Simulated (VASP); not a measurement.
ZnSe (Stilleite), 2 atoms in the cell. It takes space group F-43m (No. 216, cubic). The conventional cell has a = 5.742 Å, b = 5.742 Å, c = 5.742 Å, α = 90.00°, β = 90.00°, γ = 90.00°. Within 3.3 Å of Zn (site symmetry -43m) lie 4 Se at 2.49 Å. Se (site symmetry -43m) has 4 Zn at 2.49 Å within 3.3 Å. 

* Program: VASP 6.6.1
* Task: single point
* Functional: PBE
* Potentials or basis: VASP PAW PBE potentials, release 64 (Zn, Se)
* Cutoff: 520 eV
* k mesh: 5 × 5 × 5
* Occupations: gaussian, width 0.01 eV
* Spin: no spin polarisation
* Dipole correction: no
* Further INCAR settings: ALGO = Normal; EDIFF = 1e-07; NBANDS = 16

Potentials or basis: VASP PAW PBE potentials, release 64 (Zn, Se).

Command:

```bash
$ cat potpaw_PBE.64/Zn/POTCAR potpaw_PBE.64/Se/POTCAR > POTCAR
$ mpirun -np 1 vasp_std > vasp.out
```

Hardware: 1 thread of AMD EPYC 7R13 (shared host).

Question: How long does it take, and how much memory?

Answer: Run time: 21 s on 1 thread of AMD EPYC 7R13, with other jobs on the host, peak memory 0.13 GiB. Counts: scf iterations 14, k points 10.
